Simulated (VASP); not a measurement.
Set up this calculation in VASP 6.6.1, as the native input.

* Task: single point
* Functional: LDA
* Potentials or basis: VASP PAW LDA potentials, release 64 (Ga_d, P)
* Cutoff: 500 eV
* k mesh: 8 × 8 × 8
* Occupations: gaussian, width 0.02 eV
* Spin: no spin polarisation
* Dipole correction: no
* Further INCAR settings: ALGO = Normal; EDIFF = 1e-06; NBANDS = 16

The structure of GaP (kx) lies in POSCAR:

```
GaP
1.0
    0.0000000000      2.7258124900      2.7258124900
    2.7258124900      0.0000000000      2.7258124900
    2.7258124900      2.7258124900      0.0000000000
Ga P
1 1
Direct
    0.0000000000      0.0000000000      0.0000000000
    0.7500000000      0.7500000000      0.7500000000
```

The input as run:

INCAR

```
SYSTEM = GaP
PREC = Accurate
ENCUT = 500
EDIFF = 1E-6
ISMEAR = 0
SIGMA = 0.02
LREAL = .FALSE.
LASPH = .TRUE.
NELM = 120
ALGO = Normal
ISIF = 2
LWAVE = .FALSE.
LCHARG = .TRUE.
GGA = CA
LELF = .TRUE.
LVHAR = .TRUE.
NBANDS = 16
GGA_COMPAT = .FALSE.
```

KPOINTS

```
Automatic mesh
0
G
  8 8 8
  0 0 0
```

Potentials or basis: VASP PAW LDA potentials, release 64 (Ga_d, P).

Command:

```console
$ cat potpaw_LDA.64/Ga_d/POTCAR potpaw_LDA.64/P/POTCAR > POTCAR
$ mpirun -np 1 vasp_std > vasp.out
```

It gave:

```
Pressure               : -2.7 GPa
Band gap on the k mesh : 1.49 eV, indirect (least direct gap 1.63 eV)
```

Run time: 6.8 s on 1 thread of AMD EPYC 9R45 96-Core Processor (Zen 5) (shared host), peak memory 0.12 GiB.
